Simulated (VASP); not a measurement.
Crystal: Y.

```xyz
1
Lattice="0.0000 2.5520 2.5520 2.5520 0.0000 2.5520 2.5520 2.5520 0.0000" Properties=species:S:1:pos:R:3 pbc="T T T"
Y     0.0000    0.0000    0.0000
```

| Item | Value |
| --- | --- |
| Program | VASP 6.6.1 |
| Task | relaxation of cell and atoms |
| Functional | PBE |
| Potentials or basis | VASP PAW PBE potentials, release 64 (Y_sv) |
| Cutoff | 600 eV |
| k mesh | 7 × 7 × 7 |
| Occupations | fermi-dirac, width 0.05 eV |
| Spin | non-collinear spin, zero start, spin-orbit coupling |
| Starting moments | [[0.0, 0.0, 0.0]] μB |

At the start: pressure -1.1 GPa; volume 33.24 Å³/atom.

**Question.** Where does the relaxation end?

**Answer.** Over 4 steps the energy falls by 3.2 meV/atom and the volume is 32.26 Å³/atom (-3.0 %); space group Fm-3m (No. 225, to 0.05 Å); moment 0.00 μB per cell.

Step by step:
```tsv
step	energy change (eV)	largest force (eV/Å)	pressure (GPa)	volume (Å³)
1	0.0000	0.0000	-1.13	33.24
2	-0.0031	0.0000	0.22	32.13
3	-0.0032	0.0000	-0.09	32.31
4	-0.0032	0.0000	0.04	32.26
```

Final structure:
```
CELL_PARAMETERS angstrom
0.00000 2.52658 2.52658
2.52658 0.00000 2.52658
2.52658 2.52658 0.00000
ATOMIC_POSITIONS crystal
Y 0.00000 0.00000 0.00000
```
